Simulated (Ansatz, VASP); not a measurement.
**Ca: VASP beside Ansatz**

```
Ca
1.0
     3.46849    0.00000    0.00000
     0.00000    3.46849    0.00000
     0.00000    0.00000    3.46849
Ca
1
Direct
  0.00000 0.00000 0.00000
```

Alike in both runs: functional PBEsol; k mesh 9 × 9 × 9; occupations fermi-dirac, width 0.1 eV; no spin polarisation.

Ansatz relaxed the structure, and its values are those at the end. VASP's run is a single point on that final structure, the one shown.

|  | VASP | Ansatz |
| --- | --- | --- |
| version | VASP 6.6.1 | Ansatz 0.2.0 |
| potentials or method | VASP PAW PBE potentials, release 64 (Ca_sv), cutoff 520 eV | plane waves (420 eV) with PAW, scalar-relativistic |
| valence electrons in the cell | 10 | 10 |

```csv
,VASP,Ansatz,Ansatz less VASP
pressure (GPa),0.0,0.0,+0.02
```

VASP's potentials were made for PBE, not for PBEsol, and Ansatz warns of the same on its side.
